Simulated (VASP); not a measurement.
Runs of VASP 6.6.1 on BN. The structure is that of space group P6_3mc (No. 186), or close to it. The cells are those of the table. 

| task | level | cell | cutoff (eV) | smearing | ions in elastic constants | gap on the mesh (eV) | pressure (GPa) |
| --- | --- | --- | --- | --- | --- | --- | --- |
| relaxation of shape and atoms at fixed volume | PBE | relaxed from a = 2.475, b = 2.475, c = 4.095 Å, angles 90.0, 90.0, 120.0°, 4 atoms | 600 | gaussian 0.02 eV | - | (b) | 41.9 |
| single point | PBE | a = 2.637, b = 2.637, c = 4.360 Å, angles 90.0, 90.0, 120.0°, 4 atoms | 520 | gaussian 0.02 eV | - | 5.38 | -29.7 |
| relaxation of shape and atoms at fixed volume | PBE | relaxed from a = 2.529, b = 2.529, c = 4.182 Å, angles 90.0, 90.0, 120.0°, 4 atoms | 600 | gaussian 0.02 eV | - | 5.15 | 12.0 |
| relaxation of shape and atoms at fixed volume | PBE | relaxed from a = 2.637, b = 2.637, c = 4.361 Å, angles 90.0, 90.0, 120.0°, 4 atoms | 600 | gaussian 0.02 eV | - | 5.38 | -29.9 |
| single point | r2SCAN | a = 2.555, b = 2.555, c = 4.225 Å, angles 90.0, 90.0, 120.0°, 4 atoms | 520 | gaussian 0.02 eV | - | 5.74 | (a) |
| single point | PBE | a = 2.529, b = 2.529, c = 4.182 Å, angles 90.0, 90.0, 120.0°, 4 atoms | 520 | gaussian 0.02 eV | - | 5.15 | 12.3 |

Alike in all rows: potentials or basis VASP PAW PBE potentials, release 64 (B, N); no spin polarisation; k mesh 12 × 12 × 6.

Problem. Estimate the missing entries.

Solution. (a) -3.6; (b) 4.99.

Caveats: the PAW data sets were made with another functional, which shifts forces and pressure a little (some runs).

A k mesh can miss the band edges.
